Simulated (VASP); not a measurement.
## HgTe: single point with PBEsol

Crystal: HgTe.

```xyz
2
Lattice="-2.9881 2.9881 1.5533 2.9881 -2.9881 1.5533 2.9881 2.9881 -1.5533" Properties=species:S:1:pos:R:3 pbc="T T T"
Hg    2.9881    0.0000    0.7767
Te    0.0000    0.0000    0.0000
```

This cell differs from its parent crystal: strained.

| Quantity | Value |
| --- | --- |
| Program | VASP 6.6.1 |
| Task | single point |
| Functional | PBEsol |
| Potentials or basis | VASP PAW PBE potentials, release 64 (Hg, Te) |
| Cutoff | 520 eV |
| k mesh | 16 × 16 × 16 |
| Occupations | gaussian, width 0.1 eV |
| Spin | no spin polarisation |

- Pressure: -1.8 GPa
- Band gap on the k mesh: zero (band 9 reaches 6.46 eV, above the bottom of band 10 at 2.50 eV)

Stress tensor (GPa, compression positive):
```
-2.65  0.00  0.00
 0.00 -2.65  0.00
 0.00  0.00 -0.05
```

Levels at points of the mesh, in eV from the Fermi level:
| k point | band 5 | band 6 | band 7 | band 8 | band 9 | band 10 | band 11 | band 12 | band 13 | band 14 |
| --- | --- | --- | --- | --- | --- | --- | --- | --- | --- | --- |
| (0.00, 0.00, 0.00) | -6.35 | -6.35 | -3.46 | -2.59 | -2.59 | 3.41 | 4.51 | 7.08 | 7.08 | 9.01 |
| (0.50, 0.00, 0.00) | -6.58 | -6.38 | -4.71 | -2.09 | -1.27 | -0.32 | 3.27 | 3.62 | 5.89 | 8.17 |
| (0.50, 0.50, 0.00) | -6.32 | -6.28 | -6.27 | -0.88 | 1.68 | 1.87 | 2.76 | 3.36 | 8.69 | 10.14 |
| (0.50, 0.50, 0.50) | -6.31 | -6.22 | -4.64 | -4.64 | -4.58 | 3.03 | 7.04 | 8.36 | 8.36 | 12.00 |

Run time: 3.9 min on 1 thread of Intel(R) Xeon(R) Platinum 8259CL CPU @ 2.50GHz (Skylake/Cascade Lake), with other jobs on the host, peak memory 0.45 GiB.

Caveat: the cell differs from its parent crystal (strained); the PAW data sets were made with another functional, which shifts forces and pressure a little; spin-orbit coupling is left out, which moves the levels of the heavy elements.
